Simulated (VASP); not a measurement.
## P3C: relaxation of cell and atoms with PBE

Crystal: P3C.

```
P C
1.0
     1.67323   -2.32412    0.00000
     1.67323    2.32412    0.00000
     0.00000    0.00000    9.18404
P C
3 1
Direct
  0.50000 0.50000 0.74221
  0.00000 0.00000 0.50000
  0.50000 0.50000 0.25779
  0.00000 0.00000 0.00000
```

The cell was built from a structure type or drawn by symmetry, and may not be a known phase.

| Property | Result |
| --- | --- |
| Program | VASP 6.6.1 |
| Task | relaxation of cell and atoms |
| Functional | PBE |
| Potentials or basis | VASP PAW PBE potentials, release 64 (P, C) |
| Cutoff | 600 eV |
| k mesh | 6 × 6 × 2 |
| Occupations | gaussian, width 0.1 eV |
| Spin | no spin polarisation |
| Dipole correction | no |
| Further INCAR settings | ALGO = Normal; EDIFF = 1e-07; IBRION = 2; EDIFFG = -0.04; NSW = 90; ISIF = 3 |

```json
{"Relaxed volume": "13.57 Å³/atom", "Relaxed cell": "a = 3.183 Å, b = 3.183 Å, c = 6.844 Å, α = 90.00°, β = 90.00°, γ = 128.50°", "Space group after relaxing (to 0.1 Å)": "Cmmm (No. 65)", "Energy gained by relaxing": "1085.7 meV/atom", "Ionic steps": "33", "Pressure after relaxing": "0.0 GPa", "Largest force after relaxing": "0.016 eV/Å", "Band gap on the k mesh": "zero (an odd number of electrons rules out a gap without spin polarisation)"}
```

Forces on the atoms (eV/Å):
```
P    0.000  0.000  0.016
P    0.000  0.000  0.000
P    0.000  0.000 -0.016
C    0.000  0.000  0.000
```

Stress tensor (GPa, compression positive):
```
 0.36  0.00  0.00
 0.00 -0.22  0.00
 0.00  0.00 -0.10
```

The path:
| step | energy change (eV) | largest force (eV/Å) | pressure (GPa) | volume (Å³) |
| --- | --- | --- | --- | --- |
| 1 | 0.0000 | 0.2104 | -17.14 | 71.43 |
| 2 | -1.5348 | 1.0690 | -5.23 | 53.43 |
| 3 | -1.6369 | 1.4438 | 0.11 | 49.79 |
| 4 | -1.6409 | 1.5727 | 2.05 | 48.86 |
| 5 | -2.0842 | 2.1622 | 5.68 | 46.29 |
| 6 | -2.5432 | 2.8117 | 14.17 | 43.09 |
| 7 | -1.5515 | 1.5150 | 77.92 | 36.32 |
| 8 | -2.5387 | 3.5269 | 21.25 | 41.87 |
| 9 | -2.5005 | 2.8095 | 43.64 | 39.13 |
| 10 | -2.6264 | 3.8866 | 30.68 | 40.41 |
| 11 | -2.6153 | 3.5492 | 34.88 | 39.97 |
| 12 | -2.7211 | 2.8676 | 36.59 | 39.96 |
| 13 | -2.8828 | 2.0454 | 39.18 | 39.92 |
| 14 | -2.6872 | 2.5975 | 50.89 | 39.76 |
| 15 | -2.9169 | 1.0710 | 40.13 | 39.90 |
| 16 | -2.8953 | 1.0751 | 45.13 | 39.83 |
| 17 | -2.9374 | 0.4288 | 41.18 | 39.88 |
| 18 | -3.1520 | 0.2469 | 36.07 | 40.73 |
| 19 | -3.6577 | 0.0892 | 23.92 | 43.38 |
| 20 | -4.1002 | 0.6009 | 5.21 | 49.00 |
| 21 | -4.1171 | 0.6027 | 3.00 | 50.15 |
| 22 | -4.1194 | 0.6154 | 1.39 | 50.94 |
| 23 | -4.1794 | 0.3199 | 0.78 | 51.38 |
| 24 | -4.2730 | 0.5412 | -0.25 | 52.66 |
| 25 | -4.2765 | 0.8365 | -0.56 | 52.96 |
| 26 | -4.3003 | 0.7909 | 0.36 | 53.10 |
| 27 | -4.3167 | 0.4802 | 2.12 | 53.32 |
| 28 | -4.3354 | 0.1121 | 1.24 | 54.02 |
| 29 | -4.3377 | 0.0765 | 0.83 | 54.38 |
| 30 | -4.3411 | 0.0586 | -0.47 | 54.68 |
| 31 | -4.3411 | 0.0637 | -0.51 | 54.69 |
| 32 | -4.3419 | 0.0490 | -0.37 | 54.57 |
| 33 | -4.3429 | 0.0157 | 0.01 | 54.27 |

Final structure:
```
CELL_PARAMETERS angstrom
1.38281 -2.86706 0.00000
1.38281 2.86706 0.00000
0.00000 0.00000 6.84406
ATOMIC_POSITIONS crystal
P 0.50000 0.50000 0.81050
P 0.00000 0.00000 0.50000
P 0.50000 0.50000 0.18950
C 0.00000 0.00000 0.00000
```

Levels at points of the mesh, in eV from the Fermi level:
| k point | band 7 | band 8 | band 9 | band 10 | band 11 | band 12 |
| --- | --- | --- | --- | --- | --- | --- |
| (0.00, 0.00, 0.00) | -2.17 | 1.82 | 2.15 | 3.37 | 3.50 | 3.67 |
| (0.50, 0.00, 0.00) | -1.97 | -1.69 | -1.41 | -0.51 | 0.59 | 0.59 |
| (0.50, 0.50, 0.00) | -4.51 | -3.93 | -3.04 | 2.21 | 2.50 | 2.67 |
| (0.00, 0.00, 0.50) | -0.88 | 1.00 | 1.23 | 2.70 | 3.74 | 4.39 |
| (0.50, 0.00, 0.50) | -4.24 | -3.87 | -1.83 | -1.04 | 0.11 | 0.21 |
| (0.50, 0.50, 0.50) | -3.92 | -2.28 | -0.40 | 0.15 | 1.53 | 1.82 |

Run time: 4.4 min on 1 thread of Intel(R) Xeon(R) 6975P-C (Granite Rapids) (shared host), peak memory 0.22 GiB.

Caveat: the k points lie up to 0.46 Å⁻¹ apart in the final cell, too coarse for converged energies and pressures of a metal; the volume moved by over 15 % at a fixed basis, so the end points are rough.
